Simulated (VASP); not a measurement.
# Mo (Im-3m) in VASP: settings compared, part 2 of 2

VASP 6.6.1. Earlier steps stand in the parts before.

### 6 Relaxation of cell and atoms, PBEsol+D3(BJ)

INCAR

```
SYSTEM = Mo
PREC = Accurate ; ENCUT = 600
EDIFF = 1E-7 ; ISMEAR = -1
SIGMA = 0.05 ; LREAL = .FALSE.
LASPH = .TRUE. ; NELM = 80
ALGO = Normal ; ISIF = 3
LWAVE = .FALSE. ; LCHARG = .FALSE.
GGA = PS ; IVDW = 12
IBRION = 2 ; NSW = 80
EDIFFG = -0.02
```

KPOINTS

```
Automatic mesh
0
G
  12 12 12
  0 0 0
```

POSCAR

```
Mo
1.0
   -1.5838089719      1.5838089719      1.5838089719
    1.5838089719     -1.5838089719      1.5838089719
    1.5838089719      1.5838089719     -1.5838089719
Mo
1
Direct
    0.0000000000      0.0000000000      0.0000000000
```

Potentials or basis: VASP PAW PBE potentials, release 64 (Mo_sv).

On the command line:

```sh
> cat potpaw_PBE.64/Mo_sv/POTCAR > POTCAR
> mpirun -np 1 vasp_std > vasp.out
```

OUTCAR:

```text
SYSTEM = Mo
   PREC = Accurate
   ENCUT = 600
   EDIFF = 1E-7
   ISMEAR = -1
   LREAL = .FALSE.
   LASPH = .TRUE.
   NELM = 80
   ISIF = 3
   GGA = PS
   IVDW = 12
   IBRION = 2
   NSW = 80
   EDIFFG = -0.02
 IVDW          = 12

 ion  position               nearest neighbor table
   1  0.000  0.000  0.000-

  LATTYP: Found a body centered cubic cell.
 ALAT       =     3.1676179438

  Lattice vectors:

 A1 = (  -1.5838089719,   1.5838089719,   1.5838089719)
 A2 = (   1.5838089719,  -1.5838089719,   1.5838089719)
 A3 = (   1.5838089719,   1.5838089719,  -1.5838089719)

Analysis of symmetry for initial positions (statically):
=====================================================================
 Subroutine PRICEL returns:
 Original cell was already a primitive cell.

 Routine SETGRP: Setting up the symmetry group for a
 body centered cubic supercell.

 Subroutine GETGRP returns: Found 48 space group operations
 (whereof 48 operations were pure point group operations)
 out of a pool of 48 trial point group operations.

The static configuration has the point symmetry O_h .

Analysis of symmetry for dynamics (positions and initial velocities):
=====================================================================
 Subroutine PRICEL returns:
 Original cell was already a primitive cell.

 Routine SETGRP: Setting up the symmetry group for a
 body centered cubic supercell.

 Subroutine GETGRP returns: Found 48 space group operations
 (whereof 48 operations were pure point group operations)
 out of a pool of 48 trial point group operations.

The dynamic configuration has the point symmetry O_h .

 Subroutine INISYM returns: Found 48 space group operations
 (whereof 48 operations are pure point group operations),
 and found     1 'primitive' translations

----------------------------------------------------------------------------------------

                                     Primitive cell

  volume of cell :      15.8916

  direct lattice vectors                    reciprocal lattice vectors
[... 98 lines left out ...]
   EMIN   =  10.00;   EMAX   =-10.00  energy-range for DOS
   EFERMI =   0.00;   METHOD = LEGACY
   ISMEAR =    -1;   SIGMA  =   0.05  broadening in eV -4-tet -1-fermi 0-gaus
   EFERMI_NEDOS =   21; number of points for ismear=-14 and -15
   IALGO  =     38    algorithm
   IMIX   =      4    mixing-type and parameters
     AMIX     =   0.40;   BMIX     =  1.00
     AMIX_MAG =   1.60;   BMIX_MAG =  1.00
  volume/ion in A,a.u.               =      15.89       107.24
  Fermi-wavevector in a.u.,A,eV,Ry     =   1.569380  2.965698 33.510508  2.462953
  Thomas-Fermi vector in A             =   2.671271
   LORBIT       =      0    0 simple, 1 ext, 2 COOP (PROOUT), +10 PAW based schemes
   GGA     = PS    functional components
   LHFCALC =     F    Hartree Fock is set to
   AEXX    =    0.0000 exact exchange contribution
   IVDW    =    12    specifies the selected vdW correction
   LEPSILON=     F    determine dielectric tensor
   LRPA    =     F    only Hartree local field effects (RPA)
 conjugate gradient relaxation of ions
 non-spin polarized calculation
  energy-cutoff  :      600.00
  volume of cell :       15.89
 maximum number of plane-waves:       555
 NGX is ok and might be reduce to    24
   NGX = 11   NGY = 11   NGZ = 11

--------------------------------------- Ionic step        1  -------------------------------------------

 number of electron      14.0000002 magnetization

 Free energy of the ion-electron system (eV)
  ---------------------------------------------------
  ext. energy  EPLUGINS =         0.00000000
  ---------------------------------------------------
  free energy    TOTEN  =       -11.77905672 eV

  energy without entropy =      -11.77655101  energy(sigma->0) =      -11.77780386

------------------------ aborting loop because EDIFF is reached ----------------------------------------

 Edisp (eV)   -0.69357

 E8    (eV) :    -0.4830
[... 147 lines left out ...]
--------------------------------------- Ionic step        5  -------------------------------------------

 number of electron      13.9999999 magnetization

 Free energy of the ion-electron system (eV)
  ---------------------------------------------------
  ext. energy  EPLUGINS =         0.00000000
  ---------------------------------------------------
  free energy    TOTEN  =       -11.78542007 eV

  energy without entropy =      -11.78335722  energy(sigma->0) =      -11.78438865

 E-fermi :  13.1434     XC(G=0): -13.7863

 val. band max:       13.0405851399   @ k =  -0.1667   0.2500   0.0833
 cond. band min:      13.1891949657   @ k =   0.5000   0.5000   0.0833
 fundamental gap:      0.1486098258
 Fermi energy:        13.1433664410

 k-point     1 :       0.0000    0.0000    0.0000
  band No.  band energies     occupation
      1     -47.9988      2.00000
      2     -21.1734      2.00000
      3     -21.1734      2.00000
      4     -21.1734      2.00000
      5       5.7783      2.00000
      6      11.7491      2.00000
      7      11.7491      2.00000
      8      11.7491      2.00000
      9      14.9350      0.00000
     10      14.9350      0.00000
     11      28.0786      0.00000
[... 309 lines left out ...]
 k-point    24 :       0.4167    0.0833    0.0833
  band No.  band energies     occupation
      1     -47.6721      2.00000
      2     -22.6932      2.00000
      3     -21.7671      2.00000
      4     -21.2990      2.00000
      5       8.1946      2.00000
      6       9.5775      2.00000
      7      13.6326      0.00011
      8      15.1724      0.00000
      9      15.6993      0.00000
     10      19.9873      0.00000
     11      24.8891      0.00000

 [... further k-points ...]

------------------------ aborting loop because EDIFF is reached ----------------------------------------

 Edisp (eV)   -0.73812

 E8    (eV) :    -0.5139
[... 24 lines left out ...]
  FREE ENERGIE OF THE ION-ELECTRON SYSTEM (eV)
  ---------------------------------------------------
  free  energy   TOTEN  =       -12.5235432844 eV

  energy  without entropy=      -12.5214804284  energy(sigma->0) =      -12.52251186

 reached required accuracy - stopping structural energy minimisation
```

OSZICAR:

```text
N       E                     dE             d eps       ncg     rms          rms(c)
DAV:   1     0.994061970968E+02    0.99406E+02   -0.89345E+03  1592   0.145E+03
DAV:   2    -0.109583662825E+02   -0.11036E+03   -0.10671E+03  1728   0.364E+02
DAV:   3    -0.125522764224E+02   -0.15939E+01   -0.15806E+01  1830   0.427E+01
[... 40 lines left out ...]
DAV:   1    -0.117856744282E+02    0.64279E-03   -0.65460E-03  1650   0.117E+00    0.196E-01
DAV:   2    -0.117854362201E+02    0.23821E-03   -0.48795E-04  1638   0.284E-01    0.329E-02
DAV:   3    -0.117854166304E+02    0.19590E-04   -0.80851E-05  1689   0.114E-01    0.302E-02
DAV:   4    -0.117854200343E+02   -0.34040E-05   -0.13172E-06  1650   0.138E-02    0.125E-03
DAV:   5    -0.117854200734E+02   -0.39060E-07   -0.11955E-07  1087   0.438E-03
   5 F= -.12523543E+02 E0= -.12522512E+02  d E =-.509133E-01
```

CONTCAR:

```text
Mo
   1.00000000000000
    -1.5515186057927752    1.5515186057927752    1.5515186057927752
     1.5515186057927752   -1.5515186057927752    1.5515186057927752
     1.5515186057927752    1.5515186057927752   -1.5515186057927752
  Mo
     1
Direct
     0.0000000000000000    0.0000000000000000    0.0000000000000000

  0.00000000E+00  0.00000000E+00  0.00000000E+00
```

Wall time 100 s (1 thread of AMD EPYC 7R13, shared host); peak memory 0.14 GiB.

Results:

* Free energy: -12.5235 eV
* Relaxed volume: 14.94 Å³/atom
* Relaxed cell: a = 2.687 Å, b = 2.687 Å, c = 2.687 Å, α = 109.47°, β = 109.47°, γ = 109.47°
* Space group after relaxing (to 0.05 Å): Im-3m (No. 229)
* Energy gained by relaxing: 50.9 meV/atom
* Ionic steps: 5
* Pressure after relaxing: 0.1 GPa
* Band gap on the k mesh: zero (band 7 reaches 17.48 eV, above the bottom of band 8 at 11.75 eV)
* Dispersion energy per atom: -0.738 eV

The path:
```tsv
step	energy change (eV)	largest force (eV/Å)	pressure (GPa)	volume (Å³)
1	0.0000	0.0000	-16.29	15.89
2	0.4777	0.0000	79.02	12.46
3	-0.0506	0.0000	-1.51	15.02
4	-0.0509	0.0000	-0.28	14.96
5	-0.0509	0.0000	0.09	14.94
```

Final structure:
```yaml
crystal:
  lattice:
    - [-1.55152, 1.55152, 1.55152]
    - [1.55152, -1.55152, 1.55152]
    - [1.55152, 1.55152, -1.55152]
  atoms:
    - { symbol: Mo, position: [0.00000, 0.00000, 0.00000] }
```

Levels at points of the mesh, in eV from the Fermi level:
```
           k point  band 4  band 5  band 6  band 7  band 8  band 9  band 10  band 11
(0.00, 0.00, 0.00)  -34.32   -7.37   -1.39   -1.39   -1.39    1.79     1.79    14.94
(0.50, 0.00, 0.00)  -34.33   -5.57   -3.57    1.85    1.85    2.52     5.17    12.08
(0.50, 0.50, 0.50)  -35.43   -5.77   -5.77    4.34    4.34    4.34     9.45     9.45
```

Caveat: the PAW data sets were made with another functional, which shifts forces and pressure a little; pairwise dispersion overbinds metals, which lowers pressure and volume.

### 7 Summary

```tsv
task	level	cell	cutoff (eV)	smearing	gap on the mesh (eV)	pressure (GPa)
relaxation of cell and atoms	PBE	relaxed to 10 GPa from a = 2.743 Å, angles 109.5°, 1 atom	600	fermi-dirac 0.05 eV	none	9.9
relaxation of cell and atoms	PBE	relaxed to 20 GPa from a = 2.743 Å, angles 109.5°, 1 atom	600	fermi-dirac 0.05 eV	none	20.0
single point	PBEsol+D3(BJ)	a = 2.686 Å, angles 109.5°, 1 atom	520	fermi-dirac 0.05 eV	none	0.6
single point	PBE	a = 2.743 Å, angles 109.5°, 1 atom	520	gaussian 0.022 eV	none	-1.4
relaxation of cell and atoms	PBEsol+D3(BJ)	relaxed from a = 2.743 Å, angles 109.5°, 1 atom	600	fermi-dirac 0.05 eV	none	0.1
```

Alike in all rows: potentials or basis VASP PAW PBE potentials, release 64 (Mo_sv); no spin polarisation; k mesh 12 × 12 × 12.

Caveats: the cell is relaxed towards a set pressure, so the enthalpy falls and the energy may rise (some runs); the PAW data sets were made with another functional, which shifts forces and pressure a little (some runs); pairwise dispersion overbinds metals, which lowers pressure and volume (some runs).

Absolute energies hang on the potentials; compare differences alone.
